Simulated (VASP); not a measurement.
# Sn in VASP: notebook

Sn is run at these levels: BLYP, r2SCANh, PBEsol-based screened hybrid with 25 % exact exchange; tasks: relaxation of the atoms, single point.

Everything below comes from runs of VASP 6.6.1. Logs are shortened: lines on timing, memory, paths and dates and some standing lists are left out, and cuts for length are marked.

### 1 The cell of the first run

The typed cell holds 2 atoms: a = 4.573 Å, b = 4.573 Å, c = 4.573 Å, α = 60.00°, β = 60.00°, γ = 60.00°.

### 2 Relaxation of the atoms, BLYP

The input, INCAR:

```
SYSTEM = Sn
AGGAC = 1.0
AGGAX = 1.0
ALDAC = 0.0
ALDAX = 1.0
ALGO = Normal
EDIFF = 1E-6
EDIFFG = -0.01
ENCUT = 520
GGA = B5
IBRION = 2
ISIF = 2
ISMEAR = 1
KPAR = 2
LASPH = .TRUE.
LCHARG = .FALSE.
LREAL = .FALSE.
LWAVE = .FALSE.
NELM = 80
NSW = 60
PREC = Accurate
SIGMA = 0.01
```

The input, KPOINTS:

```
Automatic mesh
0
Gamma
  6 6 6
  0.5 0.5 0.5
```

The input, POSCAR:

```
Sn
1.0
    0.0000000000      3.2333428000      3.2333428000
    3.2333428000      0.0000000000      3.2333428000
    3.2333428000      3.2333428000      0.0000000000
Sn
2
Direct
    0.7542820000      0.7333970000      0.7589540000
    0.5024800000      0.4999990000      0.4987960000
```

Potentials or basis: VASP PAW PBE potentials, release 64 (Sn_d).

Run with:

```
> cat potpaw_PBE.64/Sn_d/POTCAR > POTCAR
> mpirun -np 2 vasp_std > vasp.out
```

OUTCAR:

```text
SYSTEM = Sn
   EDIFF = 1E-6
   EDIFFG = -0.01
   ENCUT = 520
   GGA = B5
   IBRION = 2
   ISIF = 2
   ISMEAR = 1
   LASPH = .TRUE.
   LREAL = .FALSE.
   NELM = 80
   NSW = 60
   PREC = Accurate

 ion  position               nearest neighbor table
   1  0.754  0.733  0.759-   2 2.76   2 2.78   2 2.79   2 2.86
   2  0.502  0.500  0.499-   1 2.76   1 2.78   1 2.79   1 2.86

  LATTYP: Found a face centered cubic cell.
 ALAT       =     6.4666856000

  Lattice vectors:

 A1 = (   0.0000000000,   3.2333428000,   3.2333428000)
 A2 = (   3.2333428000,   0.0000000000,   3.2333428000)
 A3 = (   3.2333428000,   3.2333428000,   0.0000000000)

Analysis of symmetry for initial positions (statically):
=====================================================================
 Subroutine PRICEL returns:
 Original cell was already a primitive cell.

 Routine SETGRP: Setting up the symmetry group for a
 face centered cubic supercell.

 Subroutine GETGRP returns: Found  2 space group operations
 (whereof  1 operations were pure point group operations)
 out of a pool of 48 trial point group operations.

The static configuration has the point symmetry C_1 .
 The point group associated with its full space group is S_2 .

Analysis of symmetry for dynamics (positions and initial velocities):
=====================================================================
 Subroutine PRICEL returns:
 Original cell was already a primitive cell.

 Routine SETGRP: Setting up the symmetry group for a
 face centered cubic supercell.

 Subroutine GETGRP returns: Found  2 space group operations
 (whereof  1 operations were pure point group operations)
 out of a pool of 48 trial point group operations.

The dynamic configuration has the point symmetry C_1 .
 The point group associated with its full space group is S_2 .

 Subroutine INISYM returns: Found  2 space group operations
 (whereof  1 operations are pure point group operations),
 and found     1 'primitive' translations

----------------------------------------------------------------------------------------

                                     Primitive cell

  volume of cell :      67.6060

  direct lattice vectors                    reciprocal lattice vectors
     0.000000000  3.233342800  3.233342800    -0.154638723  0.154638723  0.154638723
     3.233342800  0.000000000  3.233342800     0.154638723 -0.154638723  0.154638723
     3.233342800  3.233342800  0.000000000     0.154638723  0.154638723 -0.154638723
[... 89 lines left out ...]
   NFREE  =      1    steps in history (QN), initial steepest desc. (CG)
   ISIF   =      2    stress and relaxation
   ISYM   =      2    0-nonsym 1-usesym 2-fastsym
   POTIM  = 0.5000    time-step for ionic-motion
   TEBEG  =    0.0;   TEEND  =   0.0 temperature during run
   PSTRESS=    0.0 pullay stress
   NELECT =      28.0000    total number of electrons
   NUPDOWN=      -1.0000    fix difference up-down
   EMIN   =  10.00;   EMAX   =-10.00  energy-range for DOS
   EFERMI =   0.00;   METHOD = LEGACY
   ISMEAR =     1;   SIGMA  =   0.01  broadening in eV -4-tet -1-fermi 0-gaus
   EFERMI_NEDOS =   21; number of points for ismear=-14 and -15
   IALGO  =     38    algorithm
   IMIX   =      4    mixing-type and parameters
     AMIX     =   0.40;   BMIX     =  1.00
     AMIX_MAG =   1.60;   BMIX_MAG =  1.00
  volume/ion in A,a.u.               =      33.80       228.11
  Fermi-wavevector in a.u.,A,eV,Ry     =   1.220298  2.306028 20.260793  1.489126
  Thomas-Fermi vector in A             =   2.355520
   LORBIT       =      0    0 simple, 1 ext, 2 COOP (PROOUT), +10 PAW based schemes
   GGA     = B5    functional components
   LHFCALC =     F    Hartree Fock is set to
   AEXX    =    0.0000 exact exchange contribution
   IVDW    =     0    specifies the selected vdW correction
   LEPSILON=     F    determine dielectric tensor
   LRPA    =     F    only Hartree local field effects (RPA)
 conjugate gradient relaxation of ions
 non-spin polarized calculation
 Methfessel and Paxton  Order N= 1 SIGMA  =   0.01
  energy-cutoff  :      520.00
  volume of cell :       67.61
 maximum number of plane-waves:      1835
 NGX is ok and might be reduce to    36
   NGX = 17   NGY = 17   NGZ = 17

--------------------------------------- Ionic step        1  -------------------------------------------

 number of electron      28.0000003 magnetization

 Free energy of the ion-electron system (eV)
  ---------------------------------------------------
  ext. energy  EPLUGINS =         0.00000000
  ---------------------------------------------------
  free energy    TOTEN  =        -6.24427758 eV

  energy without entropy =       -6.24428373  energy(sigma->0) =       -6.24427963

------------------------ aborting loop because EDIFF is reached ----------------------------------------

  FORCE on cell =-STRESS in cart. coord.  units (eV):
  Direction    XX          YY          ZZ          XY          YZ          ZX
  --------------------------------------------------------------------------------------
  -------------------------------------------------------------------------------------
  Total        2.7831375      2.7752770      2.7670843      0.4989387      0.1735739     -0.4017731
  in kB       65.9568630     65.7705807     65.5764240     11.8242200      4.1134828     -9.5215188
  external PRESSURE =      65.7679559 kB  Pullay stress =       0.0000000 kB
[... 239 lines left out ...]
--------------------------------------- Ionic step        8  -------------------------------------------

 number of electron      27.9999999 magnetization

 Free energy of the ion-electron system (eV)
  ---------------------------------------------------
  ext. energy  EPLUGINS =         0.00000000
  ---------------------------------------------------
  free energy    TOTEN  =        -6.26082920 eV

  energy without entropy =       -6.26083460  energy(sigma->0) =       -6.26083100

 E-fermi :   6.2283     XC(G=0):  -8.3505

 val. band max:        6.1390243583   @ k =   0.0833   0.0000   0.0000
 cond. band min:       6.2362425564   @ k =   0.0000   0.0000  -0.4167
 fundamental gap:      0.0972181981
 Fermi energy:         6.2283476189

 k-point     1 :       0.0833    0.0833    0.0833
  band No.  band energies     occupation
      1     -15.4856      2.00000
      2     -15.4855      2.00000
      3     -15.4781      2.00000
      4     -15.4074      2.00000
      5     -15.4074      2.00000
      6     -15.1093      2.00000
[... 481 lines left out ...]
      5     -15.3457      2.00000
      6     -15.1675      2.00000
[... 10 lines left out ...]
     17       9.5577      0.00000
     18      11.8812      0.00000

 [... further k-points ...]
[... 5 lines left out ...]
  --------------------------------------------------------------------------------------
  -------------------------------------------------------------------------------------
  Total        2.7132978      2.7133876      2.7133279     -0.0025780      0.0016242      0.0009119
  in kB       64.3017500     64.3038793     64.3024628     -0.0610947      0.0384920      0.0216120
  external PRESSURE =      64.3026973 kB  Pullay stress =       0.0000000 kB
[... 17 lines left out ...]
  FREE ENERGIE OF THE ION-ELECTRON SYSTEM (eV)
  ---------------------------------------------------
  free  energy   TOTEN  =        -6.2608292031 eV

  energy  without entropy=       -6.2608345953  energy(sigma->0) =       -6.26083100

 reached required accuracy - stopping structural energy minimisation
```

OSZICAR:

```text
N       E                     dE             d eps       ncg     rms          rms(c)
DAV:   1     0.213853852753E+03    0.21385E+03   -0.15505E+04 15558   0.229E+03
DAV:   2     0.140365376931E+02   -0.19982E+03   -0.19748E+03 15570   0.444E+02
DAV:   3    -0.571374514432E+01   -0.19750E+02   -0.19601E+02 17388   0.148E+02
DAV:   4    -0.633305501546E+01   -0.61931E+00   -0.61863E+00 17568   0.290E+01
[... 43 lines left out ...]
   7 F= -.62608225E+01 E0= -.62608244E+01  d E =-.421531E-04
       N       E                     dE             d eps       ncg     rms          rms(c)
DAV:   1    -0.626081978739E+01    0.26128E-05   -0.31683E-03 16616   0.399E-01    0.102E-02
DAV:   2    -0.626082913310E+01   -0.93457E-05   -0.94468E-05 22736   0.101E-01    0.307E-03
DAV:   3    -0.626082920310E+01   -0.69999E-07   -0.66549E-07  8208   0.953E-03
   8 F= -.62608292E+01 E0= -.62608310E+01  d E =-.673983E-05
```

Wall time 11 min (2 MPI ranks of AMD EPYC 7R13 (Zen 3), shared host); peak memory 0.52 GiB.

What came out:

* Free energy: -6.2608 eV
* Energy gained by relaxing: 8.3 meV/atom
* Ionic steps: 8
* Pressure after relaxing: 6.4 GPa

Forces on the atoms (eV/Å):
```
Sn   0.002 -0.001  0.000
Sn  -0.002  0.001  0.000
```

The path:
```
step  energy change (eV)  largest force (eV/Å)  pressure (GPa)
   1              0.0000                0.5006            6.58
   2             -0.0153                0.1451            6.43
   3             -0.0164                0.0550            6.41
   4             -0.0165                0.0285            6.42
   5             -0.0165                0.0304            6.43
   6             -0.0165                0.0109            6.43
   7             -0.0165                0.0109            6.43
   8             -0.0166                0.0021            6.43
```

Final structure:
```
Sn
1.0
     0.00000    3.23334    3.23334
     3.23334    0.00000    3.23334
     3.23334    3.23334    0.00000
Sn
2
Direct
  0.75340 0.74171 0.75384
  0.50336 0.49169 0.50391
```

Caveat: the PAW data sets were made with another functional, which shifts forces and pressure a little; spin-orbit coupling is left out, which moves the levels of the heavy elements.

### 3 Single point, r2SCANh

The input, POSCAR:

```
Sn
1.0
    0.0000000000      3.2333428000      3.2333428000
    3.2333428000      0.0000000000      3.2333428000
    3.2333428000      3.2333428000      0.0000000000
Sn
2
Direct
    0.7500000000      0.7500000000      0.7500000000
    0.5000000000      0.5000000000      0.5000000000
```

The input, INCAR.step1:

```
SYSTEM = Sn
ALGO     = Normal         ! electronic algorithm
EDIFF    = 1E-5           ! SCF threshold, eV
ENCUT    = 520            ! plane-wave cutoff, eV
GGA      = PE             ! functional
ISIF     = 2              ! what is computed and relaxed
ISMEAR   = -1             ! smearing method
LASPH    = .TRUE.         ! aspherical terms in the spheres
LREAL    = .FALSE.        ! projectors in reciprocal space
LWAVE    = .TRUE.         ! write WAVECAR
NBANDS   = 21             ! bands
NELM     = 100            ! most SCF steps
PREC     = Accurate       ! precision mode
SIGMA    = 0.05           ! smearing width, eV
```

The input, INCAR.step2:

```
SYSTEM = Sn
AEXX     = 0.1            ! exact-exchange fraction
ALGO     = Normal         ! electronic algorithm
EDIFF    = 1E-6           ! SCF threshold, eV
ENCUT    = 520            ! plane-wave cutoff, eV
ISIF     = 2              ! what is computed and relaxed
ISMEAR   = -1             ! smearing method
ISTART   = 1            
LASPH    = .TRUE.         ! aspherical terms in the spheres
LCHARG   = .TRUE.         ! write CHGCAR
LELF     = .TRUE.         ! ELF
LHFCALC  = .TRUE.         ! exact exchange
LMIXTAU  = .TRUE.       
LREAL    = .FALSE.        ! projectors in reciprocal space
LVHAR    = .TRUE.       
LWAVE    = .FALSE.        ! write WAVECAR
METAGGA  = R2SCAN         ! meta-GGA
NBANDS   = 21             ! bands
NELM     = 100            ! most SCF steps
PREC     = Accurate       ! precision mode
PRECFOCK = Normal       
SIGMA    = 0.05           ! smearing width, eV
```

The input, KPOINTS:

```
k-points
0
G
  4 4 4
  0 0 0
```

Potentials or basis: VASP PAW PBE potentials, release 64 (Sn_d).

Run with:

```
> cat potpaw_PBE.64/Sn_d/POTCAR > POTCAR
> cp INCAR.step1 INCAR
> mpirun -np 1 vasp_std > vasp.out
> cp INCAR.step2 INCAR
> mpirun -np 1 vasp_std > vasp.out
```

OUTCAR:

```text
SYSTEM = Sn
   AEXX = 0.1
   EDIFF = 1E-6
   ENCUT = 520
   ISIF = 2
   ISMEAR = -1
   ISTART = 1
   LASPH = .TRUE.
   LHFCALC = .TRUE.
   LREAL = .FALSE.
   METAGGA = R2SCAN
   NELM = 100
   PREC = Accurate
   PRECFOCK = Normal

 ion  position               nearest neighbor table
   1  0.750  0.750  0.750-   2 2.80   2 2.80   2 2.80   2 2.80
   2  0.500  0.500  0.500-   1 2.80   1 2.80   1 2.80   1 2.80

  LATTYP: Found a face centered cubic cell.
 ALAT       =     6.4666856000

  Lattice vectors:

 A1 = (   0.0000000000,   3.2333428000,   3.2333428000)
 A2 = (   3.2333428000,   0.0000000000,   3.2333428000)
 A3 = (   3.2333428000,   3.2333428000,   0.0000000000)

Analysis of symmetry for initial positions (statically):
=====================================================================
 Subroutine PRICEL returns:
 Original cell was already a primitive cell.

 Routine SETGRP: Setting up the symmetry group for a
 face centered cubic supercell.

 Subroutine GETGRP returns: Found 48 space group operations
 (whereof 24 operations were pure point group operations)
 out of a pool of 48 trial point group operations.

The static configuration has the point symmetry T_d .
 The point group associated with its full space group is O_h .
[... 150 lines left out ...]

  energy without entropy =      -46.12226983  energy(sigma->0) =      -46.12383179

 E-fermi :   5.6208     XC(G=0):  -8.7820

 val. band max:        5.5846652458   @ k =   0.0000   0.0000   0.0000
 cond. band min:       6.0818544535   @ k =   0.5000   0.0000   0.0000
 fundamental gap:      0.4971892077
 Fermi energy:         5.6208258999

 k-point     1 :       0.0000    0.0000    0.0000
  band No.  band energies     occupation
      1     -17.7045      2.00000
      2     -17.7045      2.00000
      3     -17.7045      2.00000
      4     -17.6389      2.00000
      5     -17.6389      2.00000
      6     -17.3028      2.00000
[... 181 lines left out ...]
     20      15.6947      0.00000
     21      16.9193      0.00000

------------------------ aborting loop because EDIFF is reached ----------------------------------------

  FORCE on cell =-STRESS in cart. coord.  units (eV):
  Direction    XX          YY          ZZ          XY          YZ          ZX
  --------------------------------------------------------------------------------------
  -------------------------------------------------------------------------------------
  Total        0.9155371      0.9155371      0.9155371      0.0000000      0.0000000      0.0000000
  in kB       21.6970801     21.6970801     21.6970801      0.0000000      0.0000000      0.0000000
  external PRESSURE =      21.6970801 kB  Pullay stress =       0.0000000 kB

 VOLUME and BASIS-vectors are now :
 -----------------------------------------------------------------------------
  energy-cutoff  :      520.00
  volume of cell :       67.61
      direct lattice vectors                 reciprocal lattice vectors
     0.000000000  3.233342800  3.233342800    -0.154638723  0.154638723  0.154638723
     3.233342800  0.000000000  3.233342800     0.154638723 -0.154638723  0.154638723
     3.233342800  3.233342800  0.000000000     0.154638723  0.154638723 -0.154638723

 POSITION                                       TOTAL-FORCE (eV/Angst)
 -----------------------------------------------------------------------------------
      4.85001      4.85001      4.85001         0.000000      0.000000      0.000000
      3.23334      3.23334      3.23334        -0.000000     -0.000000     -0.000000
 -----------------------------------------------------------------------------------
    total drift:                               -0.000000     -0.000000     -0.000000

  FREE ENERGIE OF THE ION-ELECTRON SYSTEM (eV)
  ---------------------------------------------------
  free  energy   TOTEN  =       -46.1253937443 eV

  energy  without entropy=      -46.1222698325  energy(sigma->0) =      -46.12383179
```

OSZICAR.step1:

```text
N       E                     dE             d eps       ncg     rms          rms(c)
DAV:   1     0.231678149476E+03    0.23168E+03   -0.15115E+04   349   0.194E+03
DAV:   2     0.178894914083E+02   -0.21379E+03   -0.20966E+03   336   0.454E+02
DAV:   3    -0.664882376505E+01   -0.24538E+02   -0.24313E+02   381   0.140E+02
DAV:   4    -0.747299844926E+01   -0.82417E+00   -0.82371E+00   386   0.287E+01
DAV:   5    -0.749983281999E+01   -0.26834E-01   -0.26833E-01   492   0.508E+00    0.333E+00
DAV:   6    -0.745089309121E+01    0.48940E-01   -0.31780E-02   437   0.196E+00    0.195E+00
DAV:   7    -0.742867548383E+01    0.22218E-01   -0.51610E-02   361   0.224E+00    0.168E-01
DAV:   8    -0.743120120086E+01   -0.25257E-02   -0.66498E-03   386   0.869E-01    0.484E-02
DAV:   9    -0.743155925902E+01   -0.35806E-03   -0.40886E-04   392   0.166E-01    0.153E-02
DAV:  10    -0.743160778490E+01   -0.48526E-04   -0.66079E-05   322   0.601E-02    0.557E-03
DAV:  11    -0.743161267469E+01   -0.48898E-05   -0.97181E-06   309   0.348E-02
   1 F= -.74316127E+01 E0= -.74285624E+01  d E =-.610047E-02
```

Wall time 36 min (1 thread of Oxide Virtual Turin-like, shared host); peak memory 0.2 GiB.

Results:

| Quantity | Value |
| --- | --- |
| Free energy | -46.1254 eV |
| Pressure | 2.2 GPa |
| Band gap on the k mesh | zero (filled and empty bands touch) |

Caveat: the k points lie up to 0.42 Å⁻¹ apart; the PAW data sets were made with another functional, which shifts forces and pressure a little; spin-orbit coupling is left out, which moves the levels of the heavy elements.

(Continued in part 2 of 2.)

The gap in the log of VASP goes by the Fermi energy; the results here count the filled bands.